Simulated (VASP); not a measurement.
# Te2Mo: single point with LDA

Te2Mo, a slab with vacuum:

```
Te Mo
1.0
     3.27541    0.00000    0.00000
    -1.63771    2.83659    0.00000
     0.00000    0.00000   18.22502
Te Mo
2 1
Direct
  0.33333 0.66667 0.89786
  0.33333 0.66667 0.10214
  0.00000 0.00000 0.00000
```

This cell differs from its parent crystal: strain -0.080 along x and y, +0.040 along z.

```
Program             : VASP 6.6.1
Task                : single point
Functional          : LDA
Potentials or basis : VASP PAW LDA potentials, release 64 (Te, Mo_sv)
Cutoff              : 520 eV
k mesh              : 12 × 12 × 2
Occupations         : gaussian, width 0.05 eV
Spin                : no spin polarisation
```

The largest force is 0.258 eV/Å and the band gap on the k mesh is 0.70 eV (least direct gap 1.31 eV).

Forces on the atoms (eV/Å):
```
Te   0.000  0.000 -0.258
Te   0.000  0.000  0.258
Mo   0.000  0.000  0.000
```

Levels at points of the mesh, in eV from the valence-band top:
```
           k point  band 10  band 11  band 12  band 13  band 14  band 15  band 16  band 17
(0.00, 0.00, 0.00)    -1.72    -1.64    -0.83    -0.83     3.71     3.76     3.76     4.04
(0.50, 0.00, 0.00)    -2.55    -2.55    -1.30     0.00     1.55     1.78     3.08     3.79
(0.00, 0.00, 0.50)    -1.72    -1.64    -0.83    -0.83     3.76     3.76     3.78     3.94
(0.50, 0.00, 0.50)    -2.55    -2.55    -1.30     0.00     1.55     1.78     3.08     3.79
```

It took 4.8 min on 1 thread of Intel Xeon 8259CL, on a shared host, peak memory 0.3 GiB.

Caveat: the cell differs from its parent crystal (strain -0.080 along x and y, +0.040 along z); spin-orbit coupling is left out, which moves the levels of the heavy elements.
